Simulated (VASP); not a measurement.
Wanted: the native input for a VASP 6.6.1 run.

```
Task                   : single point
Functional             : PBE
Potentials or basis    : VASP PAW PBE potentials, release 64 (Ta_pv, Al, N)
Cutoff                 : 520 eV
k mesh                 : 12 × 12 × 14
Occupations            : gaussian, width 0.1 eV
Spin                   : no spin polarisation
Dipole correction      : no
Further INCAR settings : ALGO = Normal; EDIFF = 1e-06; NBANDS = 29
```

The structure of Ta2AlN3 lies in POSCAR:

```
Ta2AlN3
1.0
    5.1698081826      0.0000000000      0.0000000000
   -2.5849040913      4.4771852188      0.0000000000
    0.0000000000      0.0000000000      2.8513882156
Ta Al N
2 1 3
Direct
    0.3333333333      0.6666666667      0.5000000000
    0.0000000000      0.0000000000      0.0000000000
    0.6666666667      0.3333333333      0.5000000000
    0.3983271597      0.0055394087      0.0000000000
    0.6072122490      0.6016728403      0.0000000000
    0.9944605913      0.3927877510      0.0000000000
```

These files were run (other wordings do the same):

INCAR

```
ALGO = Normal ; EDIFF = 1E-6
ENCUT = 520 ; GGA = PE
ISIF = 2 ; ISMEAR = 0
LASPH = T ; LCHARG = F
LREAL = F ; LWAVE = F
NBANDS = 29 ; NELM = 80
PREC = Accurate ; SIGMA = 0.1
```

KPOINTS

```
k-points
0
Gamma
  12 12 14
```

Potentials or basis: VASP PAW PBE potentials, release 64 (Ta_pv, Al, N).

Launch:

```sh
$ cat potpaw_PBE.64/Ta_pv/POTCAR potpaw_PBE.64/Al/POTCAR potpaw_PBE.64/N/POTCAR > POTCAR
$ mpirun -np 1 vasp_std > vasp.out
```

Results of the run:

| Property | Result |
| --- | --- |
| Pressure | 0.5 GPa |
| Largest force | 0.051 eV/Å |
| Band gap on the k mesh | zero (bands 20 and 21 overlap by 0.66 eV) |

Caveat: spin-orbit coupling is left out, which moves the levels of the heavy elements.

Wall time 2.7 min on 1 thread of Intel(R) Xeon(R) 6975P-C (Granite Rapids), on a shared host, peak memory 0.45 GiB.
